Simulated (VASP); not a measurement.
Write the native input for VASP 6.6.1 that does the following.

* Task: electric field gradients
* Functional: PBEsol
* Potentials or basis: VASP PAW PBE potentials, release 64 (Ta_pv, N)
* Cutoff: 520 eV
* k mesh: 9 × 9 × 5
* Occupations: fermi-dirac, width 0.01 eV
* Spin: no spin polarisation
* Dipole correction: no
* Further INCAR settings: ALGO = Normal; EDIFF = 1e-08; NBANDS = 24

The structure of TaN lies in POSCAR:

```
TaN
1.0
    3.0480019786      0.0000000000      0.0000000000
   -1.5240009893      2.6396471442      0.0000000000
    0.0000000000      0.0000000000      4.9671800000
Ta N
2 2
Direct
    0.0000000000      0.0000000000      0.0000000000
    0.0000000000      0.0000000000      0.5000000000
    0.3333333333      0.6666666667      0.2500000000
    0.6666666667      0.3333333333      0.7500000000
```

This cell differs from its parent crystal: zz strain of +1 %.

These files were run (other wordings do the same):

INCAR

```
SYSTEM = TaN
PREC     = Accurate       ! precision mode
ENCUT    = 520            ! plane-wave cutoff, eV
EDIFF    = 1E-8           ! SCF threshold, eV
ISMEAR   = -1             ! smearing method
SIGMA    = 0.01           ! smearing width, eV
LREAL    = .FALSE.        ! projectors in reciprocal space
LASPH    = .TRUE.         ! aspherical terms in the spheres
NELM     = 120            ! most SCF steps
ALGO     = Normal         ! electronic algorithm
ISIF     = 2              ! what is computed and relaxed
LWAVE    = .FALSE.        ! write WAVECAR
LCHARG   = .FALSE.        ! write CHGCAR
GGA      = PS             ! functional
LEFG     = .TRUE.       
NBANDS   = 24             ! bands
GGA_COMPAT= .FALSE.
```

KPOINTS

```
Automatic mesh
0
G
  9 9 5
  0 0 0
```

Potentials or basis: VASP PAW PBE potentials, release 64 (Ta_pv, N).

Command:

```console
$ cat potpaw_PBE.64/Ta_pv/POTCAR potpaw_PBE.64/N/POTCAR > POTCAR
$ mpirun -np 1 vasp_std > vasp.out
```

It gave:

```
Pressure                                : 43.7 GPa
Band gap on the k mesh                  : zero (bands 16 and 17 overlap by 2.29 eV)
Largest electric field gradient by atom : Ta -186.6; N +3.5 V/Å²
```

Caveat: the cell differs from its parent crystal (zz strain of +1 %); the cell stands under pressure; without QUAD_EFG the Cq values of the log hold for a quadrupole moment of 1 mb, not for the nuclei; the PAW data sets were made with another functional, which shifts forces and pressure a little; spin-orbit coupling is left out, which moves the levels of the heavy elements.

Wall time 67 s on 1 thread of Intel Xeon 8259CL (shared host), peak memory 0.18 GiB.
